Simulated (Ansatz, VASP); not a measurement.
## GaAs: VASP beside Ansatz

```
CELL_PARAMETERS angstrom
2.82898 2.82898 0.00000
-2.82898 2.82898 0.00000
0.00000 0.00000 5.43163
ATOMIC_POSITIONS crystal
Ga 0.00000 0.00000 0.00000
Ga 0.50000 0.50000 0.50000
As 0.50000 0.00000 0.75000
As 0.00000 0.50000 0.25000
```

Alike in both runs: task single point; functional PBEsol; k mesh 10 × 10 × 6; occupations gaussian, width 0.01 eV; no spin polarisation.

|  | VASP | Ansatz |
| --- | --- | --- |
| version | VASP 6.6.1 | Ansatz 0.2.0 |
| potentials or method | VASP PAW PBE potentials, release 64 (Ga_d, As), cutoff 520 eV | scalar-relativistic, plane waves, PAW |
| valence electrons in the cell | 36 | 56 |

```csv
,VASP,Ansatz,Ansatz less VASP
gap on the k mesh at the Fermi level (eV),0.59,0.57,-0.016
least direct gap on the mesh (eV),0.59,0.57,-0.016
pressure (GPa),3.4,3.1,-0.26
"traceless stress, the component that is largest in VASP (GPa)",1.50,1.50,+0.002
```

VASP's potentials were made for PBE, not for PBEsol. With one functional, cell and mesh, what is left measures potentials, basis and numerics. VASP's potentials hold 36 valence electrons a cell and Ansatz's 56, so a difference there can come from the potentials and not from the codes.
